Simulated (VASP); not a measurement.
# SiC (P6_3mc) in VASP: settings compared

The runs below take SiC through single point, with LDA, r2SCAN, PBE.

Program: VASP 6.6.1. These are calculated values, not measurements. Logs are shortened: lines on timing, memory, paths and dates and some standing lists are left out, and cuts for length are marked.

**1. The cell of the first run**

It takes space group P6_3mc (No. 186, hexagonal). Conventional cell: a = 3.075 Å, b = 3.075 Å, c = 5.048 Å, α = 90.00°, β = 90.00°, γ = 120.00°. Within 2.5 Å of Si (site symmetry 3m) lie 4 C at 1.88 to 1.90 Å. C (site symmetry 3m) has 4 Si at 1.88 to 1.90 Å within 2.5 Å.

**2. Single point, LDA**

File INCAR:

```
  ALGO = Normal
  EDIFF = 1E-6
  ENCUT = 520
  ISIF = 2
  ISMEAR = 0
  LASPH = True
  LCHARG = False
  LREAL = False
  LWAVE = False
  NBANDS = 16
  NELM = 60
  PREC = Accurate
  SIGMA = 0.01
```

File KPOINTS:

```
k-points
0
Gamma
  6 6 4
```

File POSCAR:

```
SiC
1.0
    3.0753564100      0.0000000000      0.0000000000
   -1.5376782050      2.6633367767      0.0000000000
    0.0000000000      0.0000000000      5.0481087359
Si C
2 2
Direct
    0.3333333333      0.6666666667      0.4995917744
    0.6666666667      0.3333333333      0.9995917744
    0.3333333333      0.6666666667      0.8754082256
    0.6666666667      0.3333333333      0.3754082256
```

Potentials or basis: VASP PAW LDA potentials, release 64 (Si, C).

Run with:

```bash
> cat potpaw_LDA.64/Si/POTCAR potpaw_LDA.64/C/POTCAR > POTCAR
> mpirun -np 1 vasp_std > vasp.out
```

OUTCAR:

```text
EDIFF = 1E-6
   ENCUT = 520
   ISIF = 2
   ISMEAR = 0
   LASPH = True
   LREAL = False
   NELM = 60
   PREC = Accurate

 ion  position               nearest neighbor table
   1  0.333  0.667  0.500-   4 1.88   4 1.88   4 1.88   3 1.90   2 3.09   2 3.09   2 3.09   2 3.09
                             2 3.09   2 3.09
   2  0.667  0.333  1.000-   3 1.88   3 1.88   3 1.88   4 1.90   1 3.09   1 3.09   1 3.09   1 3.09
                             1 3.09   1 3.09
   3  0.333  0.667  0.875-   2 1.88   2 1.88   2 1.88   1 1.90
   4  0.667  0.333  0.375-   1 1.88   1 1.88   1 1.88   2 1.90

  LATTYP: Found a hexagonal cell.
 ALAT       =     3.0753564100
 C/A-ratio  =     1.6414711217

  Lattice vectors:

 A1 = (   3.0753564100,   0.0000000000,   0.0000000000)
 A2 = (  -1.5376782050,   2.6633367767,   0.0000000000)
 A3 = (   0.0000000000,   0.0000000000,   5.0481087359)

Analysis of symmetry for initial positions (statically):
=====================================================================
 Subroutine PRICEL returns:
 Original cell was already a primitive cell.

 Routine SETGRP: Setting up the symmetry group for a
 hexagonal supercell.

 Subroutine GETGRP returns: Found 12 space group operations
 (whereof  6 operations were pure point group operations)
 out of a pool of 24 trial point group operations.

The static configuration has the point symmetry C_3v.
 The point group associated with its full space group is C_6v.

Analysis of symmetry for dynamics (positions and initial velocities):
=====================================================================
 Subroutine PRICEL returns:
 Original cell was already a primitive cell.

 Routine SETGRP: Setting up the symmetry group for a
 hexagonal supercell.

 Subroutine GETGRP returns: Found 12 space group operations
 (whereof  6 operations were pure point group operations)
 out of a pool of 24 trial point group operations.

The dynamic configuration has the point symmetry C_3v.
 The point group associated with its full space group is C_6v.

 Subroutine INISYM returns: Found 12 space group operations
 (whereof  6 operations are pure point group operations),
 and found     1 'primitive' translations

----------------------------------------------------------------------------------------

                                     Primitive cell

  volume of cell :      41.3476

  direct lattice vectors                    reciprocal lattice vectors
     3.075356410  0.000000000  0.000000000     0.325165563  0.187734426  0.000000000
    -1.537678205  2.663336777  0.000000000     0.000000000  0.375468851  0.000000000
     0.000000000  0.000000000  5.048108736     0.000000000  0.000000000  0.198093990

  length of vectors
     3.075356410  3.075356410  5.048108736     0.375468851  0.375468851  0.198093990

  position of ions in fractional coordinates (direct lattice)
     0.333333333  0.666666667  0.499591774
     0.666666667  0.333333333  0.999591774
     0.333333333  0.666666667  0.875408226
     0.666666667  0.333333333  0.375408226

  ion indices of the primitive-cell ions
   primitive index   ion index
                 1           1
                 2           2
                 3           3
                 4           4

----------------------------------------------------------------------------------------

 KPOINTS: k-points

Automatic generation of k-mesh.
 Grid dimensions read from file:
 generate k-points for:    6    6    4

 Generating k-lattice:

  Cartesian coordinates                     Fractional coordinates (reciprocal lattice)
     0.054194261  0.031289071  0.000000000     0.166666667  0.000000000  0.000000000
     0.000000000  0.062578142  0.000000000     0.000000000  0.166666667  0.000000000
     0.000000000  0.000000000  0.049523497     0.000000000  0.000000000  0.250000000

  Length of vectors
     0.062578142  0.062578142  0.049523497

  Shift w.r.t. Gamma in fractional coordinates (k-lattice)
     0.000000000  0.000000000  0.000000000

 Subroutine IBZKPT returns following result:
 ===========================================

 Found     21 irreducible k-points:

 Following reciprocal coordinates:
            Coordinates               Weight
  0.000000  0.000000  0.000000      1.000000
  0.166667 -0.000000  0.000000      6.000000
  0.333333  0.000000  0.000000      6.000000
  0.500000 -0.000000  0.000000      3.000000
  0.166667  0.166667  0.000000      6.000000
  0.333333  0.166667  0.000000     12.000000
[... 13 lines left out ...]
  0.333333  0.166667  0.500000     12.000000
  0.333333  0.333333  0.500000      2.000000
   k-points           NKPTS =     21   k-points in BZ     NKDIM =     21   number of bands    NBANDS=     16
   number of dos      NEDOS =    301   number of ions     NIONS =      4
   total plane-waves  NPLWV =  23040
   dimension x,y,z NGX =    24 NGY =   24 NGZ =   40
   dimension x,y,z NGXF=    48 NGYF=   48 NGZF=   80
   ions per type =               2   2
   NGX,Y,Z   is equivalent  to a cutoff of  12.97, 12.97, 13.17 a.u.
   NGXF,Y,Z  is equivalent  to a cutoff of  25.95, 25.95, 26.35 a.u.
 SYSTEM =  unknown system
   PREC   = accura    normal or accurate (medium, high low for compatibility)
   ISTART =      0    job   : 0-new  1-cont  2-samecut
   ICHARG =      2    charge: 1-file 2-atom 10-const
   ISPIN  =      1    spin polarized calculation?
   LNONCOLLINEAR =      F non collinear calculations
   LSORBIT =      F    spin-orbit coupling
   LASPH  =      T    aspherical Exc in radial PAW
   ENCUT  =  520.0 eV  38.22 Ry    6.18 a.u.   5.72  5.72  9.39*2*pi/ulx,y,z
   NELM   =     60;   NELMIN=  2; NELMDL= -5     # of ELM steps
   EDIFF  = 0.1E-05   stopping-criterion for ELM
   LREAL  =      F    real-space projection
   EDIFFG = 0.1E-04   stopping-criterion for IOM
   NSW    =      0    number of steps for IOM
   IBRION =     -1    ionic relax: 0-MD 1-quasi-New 2-CG
   NFREE  =      0    steps in history (QN), initial steepest desc. (CG)
   ISIF   =      2    stress and relaxation
   ISYM   =      2    0-nonsym 1-usesym 2-fastsym
   POTIM  = 0.5000    time-step for ionic-motion
   TEBEG  =    0.0;   TEEND  =   0.0 temperature during run
   PSTRESS=    0.0 pullay stress
   NELECT =      16.0000    total number of electrons
   NUPDOWN=      -1.0000    fix difference up-down
   EMIN   =  10.00;   EMAX   =-10.00  energy-range for DOS
   EFERMI =   0.00;   METHOD = LEGACY
   ISMEAR =     0;   SIGMA  =   0.01  broadening in eV -4-tet -1-fermi 0-gaus
   EFERMI_NEDOS =   21; number of points for ismear=-14 and -15
   IALGO  =     38    algorithm
   IMIX   =      4    mixing-type and parameters
     AMIX     =   0.40;   BMIX     =  1.00
     AMIX_MAG =   1.60;   BMIX_MAG =  1.00
  volume/ion in A,a.u.               =      10.34        69.76
  Fermi-wavevector in a.u.,A,eV,Ry     =   1.192975  2.254396 19.363673  1.423190
  Thomas-Fermi vector in A             =   2.329001
   LORBIT       =      0    0 simple, 1 ext, 2 COOP (PROOUT), +10 PAW based schemes
   GGA     = CA    functional components
   LHFCALC =     F    Hartree Fock is set to
   AEXX    =    0.0000 exact exchange contribution
   IVDW    =     0    specifies the selected vdW correction
   LEPSILON=     F    determine dielectric tensor
   LRPA    =     F    only Hartree local field effects (RPA)
 non-spin polarized calculation
 Gauss-broadening in eV      SIGMA  =   0.01
  energy-cutoff  :      520.00
  volume of cell :       41.35
 maximum number of plane-waves:      1124
 NGX is ok and might be reduce to    24
   NGX = 11   NGY = 11   NGZ = 19

 number of electron      16.0000000 magnetization

 Free energy of the ion-electron system (eV)
  ---------------------------------------------------
  ext. energy  EPLUGINS =         0.00000000
  ---------------------------------------------------
  free energy    TOTEN  =       -33.25724404 eV

  energy without entropy =      -33.25724404  energy(sigma->0) =      -33.25724404

 E-fermi :   8.2772     XC(G=0): -11.5521

 val. band max:        8.2215257955   @ k =   0.0000   0.0000   0.0000
 cond. band min:      10.3652358204   @ k =   0.3333   0.3333   0.0000
 fundamental gap:      2.1437100250
 Fermi energy:         8.2772176929

 k-point     1 :       0.0000    0.0000    0.0000
  band No.  band energies     occupation
      1      -7.2639      2.00000
      2      -3.6457      2.00000
      3      -0.5012      2.00000
      4       6.9055      2.00000
      5       6.9055      2.00000
      6       8.1065      2.00000
[... 8 lines left out ...]
     15      17.0672      0.00000
     16      19.3857      0.00000

 k-point     2 :       0.1667   -0.0000    0.0000
  band No.  band energies     occupation
      1      -6.7828      2.00000
      2      -3.2379      2.00000
      3      -0.0635      2.00000
      4       4.7321      2.00000
      5       6.2134      2.00000
      6       6.6679      2.00000
[... 8 lines left out ...]
     15      17.6986      0.00000
     16      18.0260      0.00000

 k-point     3 :       0.3333    0.0000    0.0000
  band No.  band energies     occupation
      1      -5.4037      2.00000
      2      -2.2564      2.00000
      3       0.7735      2.00000
      4       1.9736      2.00000
      5       3.8856      2.00000
      6       5.2650      2.00000
[... 8 lines left out ...]
     15      19.0301      0.00000
     16      20.1177      0.00000

 k-point     4 :       0.5000   -0.0000    0.0000
  band No.  band energies     occupation
      1      -3.8982      2.00000
      2      -2.4282      2.00000
      3       0.4761      2.00000
      4       1.9433      2.00000
      5       2.7731      2.00000
      6       4.8945      2.00000
[... 8 lines left out ...]
     15      18.4155      0.00000
     16      20.5890      0.00000
[... 267 lines left out ...]
 k-point    19 :       0.1667    0.1667    0.5000
  band No.  band energies     occupation
      1      -4.6980      2.00000
      2      -4.6980      2.00000
      3       2.9003      2.00000
      4       2.9003      2.00000
      5       5.1948      2.00000
      6       5.1948      2.00000
[... 8 lines left out ...]
     15      18.3706      0.00000
     16      18.3706      0.00000

 k-point    20 :       0.3333    0.1667    0.5000
  band No.  band energies     occupation
      1      -3.1901      2.00000
      2      -3.1901      2.00000
      3       0.7328      2.00000
      4       0.7328      2.00000
      5       4.1062      2.00000
      6       4.1062      2.00000
[... 8 lines left out ...]
     15      19.7818      0.00000
     16      19.7818      0.00000

 k-point    21 :       0.3333    0.3333    0.5000
  band No.  band energies     occupation
      1      -2.3847      2.00000
      2      -2.3847      2.00000
      3       0.4602      2.00000
      4       0.4602      2.00000
      5       2.5432      2.00000
      6       2.5432      2.00000
[... 8 lines left out ...]
     15      19.7489      0.00000
     16      19.7489      0.00000

------------------------ aborting loop because EDIFF is reached ----------------------------------------

  FORCE on cell =-STRESS in cart. coord.  units (eV):
  Direction    XX          YY          ZZ          XY          YZ          ZX
  --------------------------------------------------------------------------------------
  -------------------------------------------------------------------------------------
  Total       -0.9636929     -0.9636929     -1.0039840      0.0000000     -0.0000000      0.0000000
  in kB      -37.3421216    -37.3421216    -38.9033636      0.0000000     -0.0000000      0.0000000
  external PRESSURE =     -37.8625356 kB  Pullay stress =       0.0000000 kB

 VOLUME and BASIS-vectors are now :
 -----------------------------------------------------------------------------
  energy-cutoff  :      520.00
  volume of cell :       41.35
      direct lattice vectors                 reciprocal lattice vectors
     3.075356410  0.000000000  0.000000000     0.325165563  0.187734426  0.000000000
    -1.537678205  2.663336777  0.000000000     0.000000000  0.375468851  0.000000000
     0.000000000  0.000000000  5.048108736     0.000000000  0.000000000  0.198093990

 POSITION                                       TOTAL-FORCE (eV/Angst)
 -----------------------------------------------------------------------------------
     -0.00000      1.77556      2.52199         0.000000     -0.000000     -0.007877
      1.53768      0.88778      5.04605        -0.000000      0.000000     -0.007877
     -0.00000      1.77556      4.41916         0.000000      0.000000      0.007877
      1.53768      0.88778      1.89510        -0.000000      0.000000      0.007877
 -----------------------------------------------------------------------------------
    total drift:                               -0.000000     -0.000000     -0.000073

  FREE ENERGIE OF THE ION-ELECTRON SYSTEM (eV)
  ---------------------------------------------------
  free  energy   TOTEN  =       -33.2572440382 eV

  energy  without entropy=      -33.2572440382  energy(sigma->0) =      -33.25724404
```

Run time: 6 s. Hardware: 1 thread of Intel Xeon 6975P-C, shared host; peak memory 0.14 GiB.

Results:

```
Free energy            : -33.2572 eV
Pressure               : -3.8 GPa
Largest force          : 0.008 eV/Å
Band gap on the k mesh : 2.14 eV, indirect (least direct gap 3.87 eV)
```

Forces on the atoms (eV/Å):
```
Si   0.000  0.000 -0.008
Si   0.000  0.000 -0.008
C    0.000  0.000  0.008
C    0.000  0.000  0.008
```

Levels at points of the mesh, in eV from the valence-band top:
```tsv
k point	band 4	band 5	band 6	band 7	band 8	band 9	band 10	band 11	band 12	band 13
(0.00, 0.00, 0.00)	-1.32	-1.32	-0.12	0.00	0.00	4.77	6.22	6.55	6.55	7.65
(0.50, 0.00, 0.00)	-6.28	-5.45	-3.33	-3.32	-1.20	2.67	4.14	6.81	7.03	9.92
(0.00, 0.00, 0.50)	-4.42	-0.71	-0.71	-0.71	-0.71	5.84	5.84	7.24	7.24	7.24
(0.50, 0.00, 0.50)	-8.28	-2.45	-2.45	-2.33	-2.33	3.21	3.21	5.15	5.15	10.25
```

A k mesh can miss the band edges. Expect the measured gap to be larger: semilocal functionals such as LDA lack the derivative discontinuity.

**3. Single point, r2SCAN**

POSCAR is that of step 2.

File INCAR.step1:

```
PREC     = Accurate       # precision mode
ENCUT    = 520            # plane-wave cutoff, eV
ISMEAR   = 0              # smearing method
SIGMA    = 0.01           # smearing width, eV
LREAL    = F              # projectors in reciprocal space
LASPH    = T              # aspherical terms in the spheres
NELM     = 60             # most SCF steps
NBANDS   = 16             # bands
GGA      = PE             # functional
ALGO     = Normal         # electronic algorithm
EDIFF    = 1E-4           # SCF threshold, eV
LWAVE    = T              # write WAVECAR
LCHARG   = F              # write CHGCAR
```

File INCAR.step2:

```
PREC     = Accurate       # precision mode
ENCUT    = 520            # plane-wave cutoff, eV
EDIFF    = 1E-7           # SCF threshold, eV
ISMEAR   = 0              # smearing method
SIGMA    = 0.01           # smearing width, eV
LREAL    = F              # projectors in reciprocal space
LASPH    = T              # aspherical terms in the spheres
NELM     = 60             # most SCF steps
ALGO     = Normal         # electronic algorithm
ISIF     = 2              # what is computed and relaxed
LWAVE    = F              # write WAVECAR
LCHARG   = F              # write CHGCAR
METAGGA  = R2SCAN         # meta-GGA
LMIXTAU  = T            
NBANDS   = 16             # bands
ISTART   = 1
```

File KPOINTS:

```
Automatic mesh
0
Gamma
  6 6 4
```

Potentials or basis: VASP PAW PBE potentials, release 64 (Si, C).

Run with:

```bash
> cat potpaw_PBE.64/Si/POTCAR potpaw_PBE.64/C/POTCAR > POTCAR
> cp INCAR.step1 INCAR
> mpirun -np 1 vasp_std > vasp.out
> cp INCAR.step2 INCAR
> mpirun -np 1 vasp_std > vasp.out
```

OUTCAR:

```text
PREC = Accurate
   ENCUT = 520
   EDIFF = 1E-7
   ISMEAR = 0
   LREAL = F
   LASPH = T
   NELM = 60
   ISIF = 2
   METAGGA = R2SCAN
   ISTART = 1

 ion  position               nearest neighbor table
   1  0.333  0.667  0.500-   4 1.88   4 1.88   4 1.88   3 1.90   2 3.09   2 3.09   2 3.09   2 3.09
                             2 3.09   2 3.09
   2  0.667  0.333  1.000-   3 1.88   3 1.88   3 1.88   4 1.90   1 3.09   1 3.09   1 3.09   1 3.09
                             1 3.09   1 3.09
   3  0.333  0.667  0.875-   2 1.88   2 1.88   2 1.88   1 1.90
[... 598 lines left out ...]
  Direction    XX          YY          ZZ          XY          YZ          ZX
  --------------------------------------------------------------------------------------
  -------------------------------------------------------------------------------------
  Total       -0.0375329     -0.0375329     -0.0677790      0.0000000      0.0000000     -0.0000000
  in kB       -1.4543604     -1.4543604     -2.6263683      0.0000000      0.0000000     -0.0000000
  external PRESSURE =      -1.8450297 kB  Pullay stress =       0.0000000 kB

 VOLUME and BASIS-vectors are now :
 -----------------------------------------------------------------------------
  energy-cutoff  :      520.00
  volume of cell :       41.35
      direct lattice vectors                 reciprocal lattice vectors
     3.075356410  0.000000000  0.000000000     0.325165563  0.187734426  0.000000000
    -1.537678205  2.663336777  0.000000000     0.000000000  0.375468851  0.000000000
     0.000000000  0.000000000  5.048108736     0.000000000  0.000000000  0.198093990

 POSITION                                       TOTAL-FORCE (eV/Angst)
 -----------------------------------------------------------------------------------
     -0.00000      1.77556      2.52199        -0.000000      0.000000     -0.005660
      1.53768      0.88778      5.04605         0.000000     -0.000000     -0.005660
     -0.00000      1.77556      4.41916         0.000000     -0.000000      0.005660
      1.53768      0.88778      1.89510         0.000000     -0.000000      0.005660
 -----------------------------------------------------------------------------------
    total drift:                               -0.000000     -0.000000      0.000402

  FREE ENERGIE OF THE ION-ELECTRON SYSTEM (eV)
  ---------------------------------------------------
  free  energy   TOTEN  =       -38.6284566840 eV

  energy  without entropy=      -38.6284566840  energy(sigma->0) =      -38.62845668
```

Run time: 52 s. Hardware: 1 thread of Intel Xeon 6975P-C, shared host; peak memory 0.16 GiB.

What came out:

| Item | Value |
| --- | --- |
| Free energy | -38.6285 eV |
| Pressure | -0.2 GPa |
| Largest force | 0.006 eV/Å |
| Band gap on the k mesh | 2.66 eV, indirect (least direct gap 4.48 eV) |

Forces in eV/Å, atoms in the order of the input:
```
Si   0.000  0.000 -0.006
Si   0.000  0.000 -0.006
C    0.000  0.000  0.006
C    0.000  0.000  0.006
```

Stress tensor (GPa, compression positive):
```
-0.15  0.00  0.00
 0.00 -0.15  0.00
 0.00  0.00 -0.26
```

Caveat: the PAW data sets were made with another functional, which shifts forces and pressure a little. A k mesh can miss the band edges.

[end of part 1 of 2]
